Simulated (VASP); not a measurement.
# Si2C3 (P-6m2) in VASP: further runs

The runs below take Si2C3 through single point, relaxation of cell and atoms, with PBE.

Program: VASP 6.6.1. These are calculated values, not measurements. Logs are shortened: lines on timing, memory, paths and dates and some standing lists are left out, and cuts for length are marked.

## (1) The cell of the first run

Symmetry: P-6m2, No. 187, hexagonal system. The conventional cell has a = 3.881 Å, b = 3.881 Å, c = 4.814 Å, α = 90.00°, β = 90.00°, γ = 120.00°. Within 3.3 Å of Si (site symmetry -6m2) lie 8 C at 2.41 to 2.53 Å and 6 Si at 3.29 Å. Si (site symmetry -6m2) has 9 C at 2.24 to 2.56 Å within 3.0 Å. Within 3.1 Å of C (site symmetry 3m) lie 5 C at 2.33 to 2.56 Å and 6 Si at 2.53 to 2.56 Å. Within 3.0 Å of C (site symmetry -6m2) lie 5 Si at 2.24 to 2.41 Å and 6 C at 2.56 Å.

The cell was built from a structure type or drawn by symmetry, and may not be a known phase.

## (2) Single point, PBE

INCAR reads:

```
PREC     = Accurate       # precision mode
ENCUT    = 520            # plane-wave cutoff, eV
EDIFF    = 1E-7           # SCF threshold, eV
ISMEAR   = 0              # smearing method
SIGMA    = 0.1            # smearing width, eV
LREAL    = F              # projectors in reciprocal space
LASPH    = T              # aspherical terms in the spheres
NELM     = 100            # most SCF steps
ALGO     = Normal         # electronic algorithm
ISIF     = 2              # what is computed and relaxed
LWAVE    = F              # write WAVECAR
LCHARG   = F              # write CHGCAR
GGA      = PE             # functional
NBANDS   = 18             # bands
```

KPOINTS reads:

```
regular mesh
0
Gamma
  6 6 4
```

POSCAR reads:

```
Si2C3
1.0
    3.8814227200      0.0000000000      0.0000000000
   -1.9407113600      3.3614106800      0.0000000000
    0.0000000000      0.0000000000      4.8143000500
Si C
2 3
Direct
    0.0000000000      0.0000000000      0.0000000000
    0.3333333300      0.6666666700      0.5000000000
    0.6666666700      0.3333333300      0.2422697800
    0.6666666700      0.3333333300      0.7577302200
    0.0000000000      0.0000000000      0.5000000000
```

Potentials or basis: VASP PAW PBE potentials, release 64 (Si, C).

The run is started by

```
> cat potpaw_PBE.64/Si/POTCAR potpaw_PBE.64/C/POTCAR > POTCAR
> mpirun -np 1 vasp_std > vasp.out
```

OUTCAR:

```text
PREC = Accurate
   ENCUT = 520
   EDIFF = 1E-7
   ISMEAR = 0
   LREAL = F
   LASPH = T
   NELM = 100
   ISIF = 2
   GGA = PE

 ion  position               nearest neighbor table
   1  0.000  0.000  0.000-   5 2.41   5 2.41   3 2.53   4 2.53   3 2.53   4 2.53   3 2.53   4 2.53

   2  0.333  0.667  0.500-   5 2.24   5 2.24   5 2.24   3 2.56   4 2.56   3 2.56   4 2.56   3 2.56
                             4 2.56
   3  0.667  0.333  0.242-   1 2.53   1 2.53   1 2.53   2 2.56   2 2.56   2 2.56
   4  0.667  0.333  0.758-   1 2.53   1 2.53   1 2.53   2 2.56   2 2.56   2 2.56
   5  0.000  0.000  0.500-   2 2.24   2 2.24   2 2.24   1 2.41   1 2.41

  LATTYP: Found a hexagonal cell.
 ALAT       =     3.8814227200
 C/A-ratio  =     1.2403441720

  Lattice vectors:

 A1 = (   3.8814227200,   0.0000000000,   0.0000000000)
 A2 = (  -1.9407113600,   3.3614106800,   0.0000000000)
 A3 = (   0.0000000000,   0.0000000000,   4.8143000500)

Analysis of symmetry for initial positions (statically):
=====================================================================
 Subroutine PRICEL returns:
 Original cell was already a primitive cell.

 Routine SETGRP: Setting up the symmetry group for a
 hexagonal supercell.

 Subroutine GETGRP returns: Found 12 space group operations
 (whereof 12 operations were pure point group operations)
 out of a pool of 24 trial point group operations.

The static configuration has the point symmetry D_3h.

Analysis of symmetry for dynamics (positions and initial velocities):
=====================================================================
 Subroutine PRICEL returns:
 Original cell was already a primitive cell.

 Routine SETGRP: Setting up the symmetry group for a
 hexagonal supercell.

 Subroutine GETGRP returns: Found 12 space group operations
 (whereof 12 operations were pure point group operations)
 out of a pool of 24 trial point group operations.

The dynamic configuration has the point symmetry D_3h.

 Subroutine INISYM returns: Found 12 space group operations
 (whereof 12 operations are pure point group operations),
 and found     1 'primitive' translations

----------------------------------------------------------------------------------------

                                     Primitive cell

  volume of cell :      62.8124

  direct lattice vectors                    reciprocal lattice vectors
     3.881422720  0.000000000  0.000000000     0.257637488  0.148747073  0.000000000
    -1.940711360  3.361410680  0.000000000     0.000000000  0.297494146  0.000000000
     0.000000000  0.000000000  4.814300050     0.000000000  0.000000000  0.207714515

  length of vectors
     3.881422720  3.881422721  4.814300050     0.297494146  0.297494146  0.207714515

  position of ions in fractional coordinates (direct lattice)
     0.000000000  0.000000000  0.000000000
     0.333333330  0.666666670  0.500000000
     0.666666670  0.333333330  0.242269780
     0.666666670  0.333333330  0.757730220
     0.000000000  0.000000000  0.500000000

  ion indices of the primitive-cell ions
   primitive index   ion index
                 1           1
                 2           2
                 3           3
                 4           4
                 5           5

----------------------------------------------------------------------------------------

 KPOINTS: regular mesh

Automatic generation of k-mesh.
 Grid dimensions read from file:
 generate k-points for:    6    6    4

 Generating k-lattice:

  Cartesian coordinates                     Fractional coordinates (reciprocal lattice)
     0.042939581  0.024791179  0.000000000     0.166666667  0.000000000  0.000000000
     0.000000000  0.049582358  0.000000000     0.000000000  0.166666667  0.000000000
     0.000000000  0.000000000  0.051928629     0.000000000  0.000000000  0.250000000

  Length of vectors
     0.049582358  0.049582358  0.051928629

  Shift w.r.t. Gamma in fractional coordinates (k-lattice)
     0.000000000  0.000000000  0.000000000

 Subroutine IBZKPT returns following result:
[... 47 lines left out ...]

 E-fermi :   6.2534     XC(G=0): -10.7885

 val. band max:        6.2421890053   @ k =   0.0000   0.0000   0.5000
 cond. band min:       6.3280033958   @ k =   0.1667   0.0000   0.0000
 fundamental gap:      0.0858143905
 Fermi energy:         6.2533768880

 k-point     1 :       0.0000    0.0000    0.0000
  band No.  band energies     occupation
      1      -8.4352      2.00000
      2      -2.9936      2.00000
      3      -2.7820      2.00000
      4       0.8963      2.00000
      5       2.6939      2.00000
      6       2.6939      2.00000
[... 10 lines left out ...]
     17      10.4388      0.00000
     18      12.8518      0.00000

 k-point     2 :       0.1667    0.0000    0.0000
  band No.  band energies     occupation
      1      -8.1303      2.00000
      2      -2.7972      2.00000
      3      -2.7507      2.00000
      4      -0.3327      2.00000
      5       1.8518      2.00000
      6       1.9480      2.00000
[... 10 lines left out ...]
     17      10.3983      0.00000
     18      12.8979      0.00000

 k-point     3 :       0.3333   -0.0000    0.0000
  band No.  band energies     occupation
      1      -7.2462      2.00000
      2      -3.7792      2.00000
      3      -2.1073      2.00000
      4      -1.0093      2.00000
      5       1.0276      2.00000
      6       1.0392      2.00000
[... 10 lines left out ...]
     17      10.7099      0.00000
     18      13.4807      0.00000

 k-point     4 :       0.5000   -0.0000    0.0000
  band No.  band energies     occupation
      1      -6.2398      2.00000
      2      -5.1093      2.00000
      3      -1.6059      2.00000
      4      -0.8337      2.00000
      5       0.7375      2.00000
      6       1.0593      2.00000
[... 312 lines left out ...]
      4      -0.2302      2.00000
      5      -0.0412      2.00000
      6       2.8478      2.00000
[... 10 lines left out ...]
     17      11.0494      0.00000
     18      12.4103      0.00000

 k-point    20 :       0.3333    0.1667    0.5000
  band No.  band energies     occupation
      1      -5.6894      2.00000
      2      -4.4856      2.00000
      3      -3.7120      2.00000
      4      -1.6193      2.00000
      5      -1.1669      2.00000
      6       1.9085      2.00000
[... 10 lines left out ...]
     17      11.3471      0.00000
     18      11.8589      0.00000

 k-point    21 :       0.3333    0.3333    0.5000
  band No.  band energies     occupation
      1      -4.9086      2.00000
      2      -4.1568      2.00000
      3      -4.0858      2.00000
      4      -2.3220      2.00000
      5      -1.9677      2.00000
      6       1.0476      2.00000
[... 10 lines left out ...]
     17      10.3130      0.00000
     18      11.1679      0.00000

------------------------ aborting loop because EDIFF is reached ----------------------------------------

  FORCE on cell =-STRESS in cart. coord.  units (eV):
  Direction    XX          YY          ZZ          XY          YZ          ZX
  --------------------------------------------------------------------------------------
  -------------------------------------------------------------------------------------
  Total      -11.3317056    -11.3317056     -5.0896566      0.0000000      0.0000000      0.0000000
  in kB     -289.0414922   -289.0414925   -129.8235228      0.0000000      0.0000000      0.0000000
  external PRESSURE =    -235.9688358 kB  Pullay stress =       0.0000000 kB

 VOLUME and BASIS-vectors are now :
 -----------------------------------------------------------------------------
  energy-cutoff  :      520.00
  volume of cell :       62.81
      direct lattice vectors                 reciprocal lattice vectors
     3.881422720  0.000000000  0.000000000     0.257637488  0.148747073  0.000000000
    -1.940711360  3.361410680  0.000000000     0.000000000  0.297494146  0.000000000
     0.000000000  0.000000000  4.814300050     0.000000000  0.000000000  0.207714515

 POSITION                                       TOTAL-FORCE (eV/Angst)
 -----------------------------------------------------------------------------------
      0.00000      0.00000      0.00000         0.000000      0.000000      0.000000
     -0.00000      2.24094      2.40715         0.000000     -0.000000      0.000000
      1.94071      1.12047      1.16636         0.000000     -0.000000     -1.363276
      1.94071      1.12047      3.64794        -0.000000     -0.000000      1.363276
      0.00000      0.00000      2.40715         0.000000      0.000000      0.000000
 -----------------------------------------------------------------------------------
    total drift:                               -0.000012      0.000007      0.000000

  FREE ENERGIE OF THE ION-ELECTRON SYSTEM (eV)
  ---------------------------------------------------
  free  energy   TOTEN  =       -25.5170222643 eV

  energy  without entropy=      -25.5075263734  energy(sigma->0) =      -25.51227432
```

It took 14 s on 1 thread of AMD EPYC 9R45 (Zen 5), shared host; peak memory 0.14 GiB.

Results:

* Free energy: -25.5170 eV
* Pressure: -23.6 GPa
* Largest force: 1.363 eV/Å
* Band gap on the k mesh: zero (bands 10 and 11 overlap by 2.25 eV)

Forces in eV/Å, atoms in the order of the input:
```
Si   0.000  0.000  0.000
Si   0.000  0.000  0.000
C    0.000  0.000 -1.363
C    0.000  0.000  1.363
C    0.000  0.000  0.000
```

Levels at points of the mesh, in eV from the Fermi level:
```tsv
k point	band 7	band 8	band 9	band 10	band 11	band 12	band 13	band 14
(0.00, 0.00, 0.00)	-2.16	-2.16	-1.66	-1.57	0.23	0.28	0.28	2.73
(0.50, 0.00, 0.00)	-5.10	-4.29	-0.44	-0.12	-0.04	1.50	2.87	3.60
(0.00, 0.00, 0.50)	-2.13	-1.77	-1.77	-1.77	-1.50	-1.50	-0.01	2.50
(0.50, 0.00, 0.50)	-2.97	-1.90	-0.63	-0.29	0.59	1.04	1.85	3.24
```

Caveat: the cell stands under tension; forces of over 1 eV/Å act on the atoms, so gaps and moduli don't describe the material at rest.

## (3) Single point, PBE

This run uses another cell than the first one, of 14.97 Å³/atom.

INCAR reads:

```
  PREC = Accurate
  ENCUT = 520
  EDIFF = 1E-6
  ISMEAR = 0
  SIGMA = 0.1
  LREAL = F
  LASPH = T
  NELM = 60
  ALGO = Normal
  ISIF = 2
  LWAVE = F
  LCHARG = F
  GGA = PE
  NBANDS = 18
```

KPOINTS is that of step 2.

POSCAR reads:

```
Si2C3
1.0
    3.0813382889      0.0000000000      0.0000000000
   -1.5406691445      2.6685172358      0.0000000000
    0.0000000000      0.0000000000      9.1010923059
Si C
2 3
Direct
    0.0000000000      0.0000000000      0.0000000000
    0.3333333333      0.6666666667      0.5000000000
    0.6666666667      0.3333333333      0.0848262122
    0.6666666667      0.3333333333      0.9151737878
    0.0000000000      0.0000000000      0.5000000000
```

Potentials or basis: VASP PAW PBE potentials, release 64 (Si, C).

The run is started by

```
> cat potpaw_PBE.64/Si/POTCAR potpaw_PBE.64/C/POTCAR > POTCAR
> mpirun -np 1 vasp_std > vasp.out
```

Run time: 20 s. Hardware: 1 thread of AMD EPYC 9R45 (Zen 5), shared host; peak memory 0.15 GiB.

It converged, with:

| Item | Value |
| --- | --- |
| Free energy | -33.1555 eV |
| Pressure | 0.1 GPa |
| Largest force | 0.078 eV/Å |
| Band gap on the k mesh | zero (bands 10 and 11 overlap by 2.28 eV) |

Forces on the atoms (eV/Å):
```
Si   0.000  0.000  0.000
Si   0.000  0.000  0.000
C    0.000  0.000  0.078
C    0.000  0.000 -0.078
C    0.000  0.000  0.000
```

Stress tensor (GPa, compression positive):
```
-0.02  0.00  0.00
 0.00 -0.02  0.00
 0.00  0.00  0.34
```

Levels at points of the mesh, in eV from the Fermi level:
```tsv
k point	band 6	band 7	band 8	band 9	band 10	band 11	band 12	band 13	band 14	band 15
(0.00, 0.00, 0.00)	-3.92	-3.71	-1.34	-1.34	2.27	2.27	2.33	4.30	5.16	5.16
(0.50, 0.00, 0.00)	-5.83	-3.49	-2.86	-2.11	-0.65	0.99	1.64	2.66	3.94	7.47
(0.00, 0.00, 0.50)	-4.31	-3.21	-1.34	-1.34	2.27	2.27	2.49	3.40	5.16	5.16
(0.50, 0.00, 0.50)	-5.83	-3.48	-2.86	-2.14	-0.68	0.99	1.63	2.73	3.95	7.60
```

Caveat: the k points lie up to 0.39 Å⁻¹ apart, too coarse for converged energies and pressures of a metal.

## (4) Relaxation of cell and atoms, PBE

INCAR reads:

```
SYSTEM = Si2C3
PREC = Accurate
ENCUT = 600
EDIFF = 1E-7
ISMEAR = 0
SIGMA = 0.1
LREAL = .FALSE.
LASPH = .TRUE.
NELM = 80
ALGO = Normal
ISIF = 3
LWAVE = .FALSE.
LCHARG = .FALSE.
GGA = PE
IBRION = 2
NSW = 90
EDIFFG = -0.04
```

KPOINTS reads:

```
Automatic mesh
0
G
  6 6 4
  0 0 0
```

POSCAR reads:

```
Si2C3
1.0
    3.8814227200      0.0000000000      0.0000000000
   -1.9407113600      3.3614106800      0.0000000000
    0.0000000000      0.0000000000      4.8143000500
Si C
2 3
Direct
    0.0000000000      0.0000000000      0.0000000000
    0.3333333300      0.6666666700      0.5000000000
    0.6666666700      0.3333333300      0.2422697800
    0.6666666700      0.3333333300      0.7577302200
    0.0000000000      0.0000000000      0.5000000000
```

The run is started by

```
> cat potpaw_PBE.64/Si/POTCAR potpaw_PBE.64/C/POTCAR > POTCAR
> mpirun -np 1 vasp_std > vasp.out
```

It took 3.9 min on 1 thread of AMD EPYC 9R45 (Zen 5), shared host; peak memory 0.17 GiB.

Results (log left out):

* Free energy: -32.8680 eV
* Relaxed volume: 12.44 Å³/atom
* Relaxed cell: a = 3.080 Å, b = 3.080 Å, c = 7.574 Å, α = 90.00°, β = 90.00°, γ = 120.00°
* Space group after relaxing (to 0.1 Å): P-6m2 (No. 187)
* Pressure after relaxing: -0.2 GPa
* Largest force after relaxing: 0.009 eV/Å
* Band gap on the k mesh: zero (bands 10 and 11 overlap by 2.35 eV)

Forces on the atoms (eV/Å):
```
Si   0.000  0.000  0.000
Si   0.000  0.000  0.000
C    0.000  0.000  0.009
C    0.000  0.000 -0.009
C    0.000  0.000  0.000
```

Stress tensor (GPa, compression positive):
```
-0.18  0.00  0.00
 0.00 -0.18  0.00
 0.00  0.00 -0.09
```

Final structure:
```
Si C
1.0
     3.07978    0.00000    0.00000
    -1.53989    2.66717    0.00000
     0.00000    0.00000    7.57389
Si C
2 3
Direct
  0.00000 0.00000 0.00000
  0.33333 0.66667 0.50000
  0.66667 0.33333 0.10188
  0.66667 0.33333 0.89812
  0.00000 0.00000 0.50000
```

Levels at points of the mesh, in eV from the Fermi level:
| k point | band 7 | band 8 | band 9 | band 10 | band 11 | band 12 | band 13 | band 14 |
| --- | --- | --- | --- | --- | --- | --- | --- | --- |
| (0.00, 0.00, 0.00) | -3.31 | -1.19 | -1.19 | 2.31 | 2.31 | 2.43 | 5.23 | 5.23 |
| (0.50, 0.00, 0.00) | -3.63 | -2.70 | -2.09 | -0.29 | 1.01 | 1.66 | 2.91 | 4.10 |
| (0.00, 0.00, 0.50) | -2.05 | -1.19 | -1.19 | 2.30 | 2.30 | 2.68 | 4.09 | 5.23 |
| (0.50, 0.00, 0.50) | -3.47 | -2.71 | -2.33 | -0.53 | 1.03 | 1.67 | 3.22 | 4.08 |

Caveat: a cell axis changed by over 15 % at a fixed basis, so the end point is rough.

## (5) Single point, PBE, collinear spin

This run uses another cell than the first one, of 14.97 Å³/atom.

INCAR reads:

```
  PREC = Accurate
  ENCUT = 520
  EDIFF = 1E-6
  ISMEAR = 0
  SIGMA = 0.1
  LREAL = False
  LASPH = True
  NELM = 150
  ALGO = Normal
  ISIF = 2
  LWAVE = False
  LCHARG = False
  ISPIN = 2
  MAGMOM = 0 0 1 1 1
  LORBIT = 11
  GGA = PE
  NBANDS = 22
```

KPOINTS reads:

```
Automatic mesh
0
Gamma
  6 6 2
```

POSCAR reads:

```
Si2C3
1.0
    3.0813382889      0.0000000000      0.0000000000
   -1.5406691445      2.6685172358      0.0000000000
    0.0000000000      0.0000000000      9.1010923059
Si C
2 3
Direct
    0.0000000000      0.0000000000      0.0000000000
    0.3333333333      0.6666666667      0.5000000000
    0.6666666667      0.3333333333      0.0848262122
    0.6666666667      0.3333333333      0.9151737878
    0.0000000000      0.0000000000      0.5000000000
```

The run is started by

```
> cat potpaw_PBE.64/Si/POTCAR potpaw_PBE.64/C/POTCAR > POTCAR
> mpirun -np 1 vasp_std > vasp.out
```

Run time: 33 s. Hardware: 1 thread of AMD EPYC 9R45 (Zen 5), shared host; peak memory 0.19 GiB.

The run converged. Its results:

```
Free energy                                           : -33.1596 eV
Pressure                                              : 0.1 GPa
Largest force                                         : 0.075 eV/Å
Net moment                                            : 0.31 μB per cell
Site moments                                          : Si -0.00; C +0.07, +0.00 (each value once) μB
Valence electrons inside the program's atomic spheres : Si 1.59, 1.73; C 2.41, 2.55 (each value once)
```

Forces in eV/Å, atoms in the order of the input:
```
Si   0.000  0.000  0.000
Si   0.000  0.000  0.000
C    0.000  0.000  0.075
C    0.000  0.000 -0.075
C    0.000  0.000  0.000
```

Stress tensor (GPa, compression positive):
```
-0.02  0.00  0.00
 0.00 -0.02  0.00
 0.00  0.00  0.35
```

Levels at points of the mesh, in eV from the Fermi level:
Spin up:
```
           k point  band 7  band 8  band 9  band 10  band 11  band 12  band 13  band 14
(0.00, 0.00, 0.00)   -3.71   -1.34   -1.34     2.13     2.13     2.29     4.28     5.12
(0.50, 0.00, 0.00)   -3.60   -2.86   -2.16    -0.66     0.86     1.60     2.66     3.94
(0.00, 0.00, 0.50)   -3.23   -1.34   -1.34     2.13     2.13     2.44     3.38     5.12
(0.50, 0.00, 0.50)   -3.59   -2.86   -2.19    -0.68     0.86     1.59     2.73     3.95
```
Spin down:
```
           k point  band 6  band 7  band 8  band 9  band 10  band 11  band 12  band 13  band 14  band 15
(0.00, 0.00, 0.00)   -3.89   -3.71   -1.34   -1.34     2.35     2.40     2.40     4.30     5.19     5.19
(0.50, 0.00, 0.00)   -5.75   -3.40   -2.86   -2.07    -0.65     1.11     1.67     2.66     3.94     7.48
(0.00, 0.00, 0.50)   -4.23   -3.19   -1.34   -1.34     2.40     2.40     2.51     3.40     5.19     5.19
(0.50, 0.00, 0.50)   -5.75   -3.39   -2.86   -2.10    -0.68     1.12     1.66     2.74     3.95     7.62
```

Caveat: the k points lie up to 0.39 Å⁻¹ apart.

## (6) Summary

| task | spin | cell | k mesh | cutoff (eV) | gap on the mesh (eV) | pressure (GPa) | largest force (eV/Å) |
| --- | --- | --- | --- | --- | --- | --- | --- |
| single point | off | a = 3.881, b = 3.881, c = 4.814 Å, angles 90.0, 90.0, 120.0°, 5 atoms, atomic positions A | 6 × 6 × 4 | 520 | none | -23.6 | 1.36 |
| single point | off | a = 3.081, b = 3.081, c = 9.101 Å, angles 90.0, 90.0, 120.0°, 5 atoms, atomic positions B | 6 × 6 × 4 | 520 | none | 0.1 | 0.08 |
| relaxation of cell and atoms | off | relaxed from a = 3.881, b = 3.881, c = 4.814 Å, angles 90.0, 90.0, 120.0°, 5 atoms, atomic positions A | 6 × 6 × 4 | 600 | none | -0.2 | 0.01 |
| single point | collinear | a = 3.081, b = 3.081, c = 9.101 Å, angles 90.0, 90.0, 120.0°, 5 atoms, atomic positions B | 6 × 6 × 2 | 520 | none | 0.1 | 0.07 |

Alike in all rows: level PBE; potentials or basis VASP PAW PBE potentials, release 64 (Si, C); smearing gaussian 0.1 eV.

Caveats: some runs use coarse meshes; the cell stands under tension (at least some runs); forces of over 1 eV/Å act on the atoms, so gaps and moduli don't describe the material at rest (at least some runs); a cell axis changed by over 15 % at a fixed basis, so the end point is rough (at least some runs).

Total energies depend on the potentials used, so only differences within one code and one set of settings carry meaning.
